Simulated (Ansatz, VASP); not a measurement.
## Ti in VASP and in Ansatz

The input POSCAR:

```
Ti
1.0
    2.9310645470      0.0000000000      0.0000000000
   -1.4655322735      2.5383763578      0.0000000000
    0.0000000000      0.0000000000      9.3710126135
Ti
4
Direct
    0.0000000000      0.0000000000      0.0000000000
    1.0000000000      0.0000000000      0.5000000000
    0.3333333333      0.6666666667      0.2500000000
    0.6666666667      0.3333333333      0.7500000000
```

Contents of INCAR.step1:

```
SYSTEM = Ti
  PREC = Accurate
  ENCUT = 520
  ISMEAR = -1
  SIGMA = 0.1
  LREAL = .FALSE.
  LASPH = .TRUE.
  NELM = 60
  NBANDS = 32
  GGA = PE
  ALGO = Normal
  EDIFF = 1E-4
  LWAVE = .TRUE.
  LCHARG = .FALSE.
```

File INCAR.step2:

```
SYSTEM = Ti
  PREC = Accurate
  ENCUT = 520
  EDIFF = 1E-6
  ISMEAR = -1
  SIGMA = 0.1
  LREAL = .FALSE.
  LASPH = .TRUE.
  NELM = 60
  ALGO = Normal
  ISIF = 2
  LWAVE = .FALSE.
  LCHARG = .FALSE.
  METAGGA = R2SCAN
  LMIXTAU = .TRUE.
  NBANDS = 32
  ISTART = 1
```

File KPOINTS:

```
regular mesh
0
G
  14 14 4
  0 0 0
```

Input for Ansatz:

```yaml
crystal:
  lattice:
    - [2.931064547, 0.0, 0.0]
    - [-1.4655322735, 2.5383763578, 0.0]
    - [0.0, 0.0, 9.3710126135]
  atoms:
    - { symbol: Ti, position: [0.0, 0.0, 0.0] }
    - { symbol: Ti, position: [1.0, 0.0, 0.5] }
    - { symbol: Ti, position: [0.3333333333, 0.6666666667, 0.25] }
    - { symbol: Ti, position: [0.6666666667, 0.3333333333, 0.75] }
hamiltonian:
  xc: r2scan
  pseudopotentials:
    kind: paw
    azcp:
      Ti: "pseudopotentials/Ti.paw.azcp"
basis:
  ecutwfc: 500
  fft_grid_basis: typed
kpoints:
  mp_grid: { grid: [14, 14, 4], shift: [0, 0, 0] }
magnetization:
  spin_polarized: false
scf:
  occupations: { method: fermi_dirac, width: 0.1 }
  lower_state_search: "off"
output:
  stress: true
```

Alike in both runs: task single point; functional r2SCAN; k mesh 14 × 14 × 4; occupations fermi-dirac, width 0.1 eV; no spin polarisation.

|  | VASP | Ansatz |
| --- | --- | --- |
| version | VASP 6.6.1 | Ansatz 0.2.0 |
| potentials or method | VASP PAW PBE potentials, release 64 (Ti_sv), cutoff 520 eV | plane waves (500 eV) with PAW, scalar-relativistic |
| valence electrons in the cell | 48 | 48 |

Ansatz gave:

```
pressure (GPa) : 0.0
```

Problem. What did VASP give for the same quantities?

Solution. Pressure (GPa): 0.4.

VASP's potentials were made for PBE, not for r2SCAN.
